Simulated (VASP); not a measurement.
ZrS:

```
CELL_PARAMETERS angstrom
0.00000 2.62500 2.62500
2.62500 0.00000 2.62500
2.62500 2.62500 0.00000
ATOMIC_POSITIONS crystal
Zr 0.00000 0.00000 0.00000
S 0.50000 0.50000 0.50000
```

* Program: VASP 6.6.1
* Task: relaxation of cell and atoms
* Functional: PBEsol
* Potentials or basis: VASP PAW PBE potentials, release 64 (Zr_sv, S)
* Cutoff: 600 eV
* k mesh: 14 × 14 × 14
* Occupations: gaussian, width 0.1 eV
* Spin: no spin polarisation

At the start: pressure -6.2 GPa; volume 18.09 Å³/atom.

Problem. How do energy, volume and symmetry change on relaxing?

Solution. Over 5 steps the energy falls by 16.6 meV/atom and the volume is 17.27 Å³/atom (-4.5 %); space group Fm-3m (No. 225, to 0.05 Å).

Step by step:
| step | energy change (eV) | largest force (eV/Å) | pressure (GPa) | volume (Å³) |
| --- | --- | --- | --- | --- |
| 1 | 0.0000 | 0.0000 | -6.21 | 36.18 |
| 2 | 0.0202 | 0.0000 | 9.49 | 32.63 |
| 3 | -0.0333 | 0.0000 | -0.08 | 34.55 |
| 4 | -0.0333 | 0.0000 | 0.05 | 34.52 |
| 5 | -0.0333 | 0.0000 | -0.04 | 34.54 |

Final structure:
```
CELL_PARAMETERS angstrom
0.00000 2.58490 2.58490
2.58490 0.00000 2.58490
2.58490 2.58490 0.00000
ATOMIC_POSITIONS crystal
Zr 0.00000 0.00000 0.00000
S 0.50000 0.50000 0.50000
```

Caveat: the PAW data sets were made with another functional, which shifts forces and pressure a little.
